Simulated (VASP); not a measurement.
A run of VASP 6.6.1:

File INCAR:

```
SYSTEM = GaSb
PREC     = Accurate       ! precision mode
ENCUT    = 400            ! plane-wave cutoff, eV
EDIFF    = 1E-6           ! SCF threshold, eV
ISMEAR   = 0              ! smearing method
SIGMA    = 0.1            ! smearing width, eV
LREAL    = .False.        ! projectors in reciprocal space
LASPH    = .True.         ! aspherical terms in the spheres
NELM     = 120            ! most SCF steps
ALGO     = Normal         ! electronic algorithm
ISIF     = 2              ! what is computed and relaxed
LWAVE    = .False.        ! write WAVECAR
LCHARG   = .False.        ! write CHGCAR
LDIPOL   = .True.       
IDIPOL   = 3            
DIPOL    = 0.5 0.5 0.500
GGA      = PS             ! functional
NBANDS   = 36             ! bands
GGA_COMPAT= .False.      
NELMDL   = -8
```

File KPOINTS:

```
Automatic mesh
0
Gamma
  9 9 1
  0.5 0.5 0
```

POSCAR

```
GaSb
1.0
    4.3212908973      0.0000000000      0.0000000000
    0.0000000000      4.3212908973      0.0000000000
    0.0000000000      0.0000000000     24.6390352424
Sb Ga
3 3
Direct
    0.0000000000      0.5000000000      0.3449810399
    0.5000000000      0.0000000000      0.4689962080
    0.0000000000      0.5000000000      0.5929554365
    0.5000000000      0.5000000000      0.4069886239
    0.0000000000      0.0000000000      0.5299004987
    0.5000000000      0.5000000000      0.6586026857
```

Potentials or basis: VASP PAW PBE potentials, release 64 (Sb, Ga_d).

Launch:

```bash
$ cat potpaw_PBE.64/Sb/POTCAR potpaw_PBE.64/Ga_d/POTCAR > POTCAR
$ mpirun -np 1 vasp_std > vasp.out
```

Hardware: 1 thread of AMD EPYC 7R43 64-Core Processor (Zen 3), on a shared host.

**Question.** Estimate the wall time of this run.

**Answer.** Run time: 10 min on 1 thread of AMD EPYC 7R43 64-Core Processor (Zen 3), with other jobs on the host, peak memory 0.45 GiB. Counts: scf iterations 30, k points 25.
